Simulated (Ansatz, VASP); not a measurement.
C: VASP beside Ansatz

```
CELL_PARAMETERS angstrom
1.78732 0.00000 0.00000
0.00000 1.78732 0.00000
0.00000 0.00000 1.78732
ATOMIC_POSITIONS crystal
C 0.00000 0.00000 0.00000
```

Change from the starting cell: volume scaled by 1.02, PAW files.

Alike in both runs: task electric field gradients; functional PBE; k mesh 15 × 15 × 15; occupations fermi-dirac, width 0.03 eV; no spin polarisation.

```csv
,VASP,Ansatz
version,VASP 6.6.1,Ansatz 0.2.0
potentials or method,"VASP PAW PBE potentials, release 64 (C)","PAW with Ansatz's default frozen-core files, scalar-relativistic"
plane-wave cutoff (eV),520,420
valence electrons in the cell,4,4
```

|  | VASP | Ansatz | Ansatz less VASP |
| --- | --- | --- | --- |
| pressure (GPa) | -5.6 | -5.8 | -0.12 |
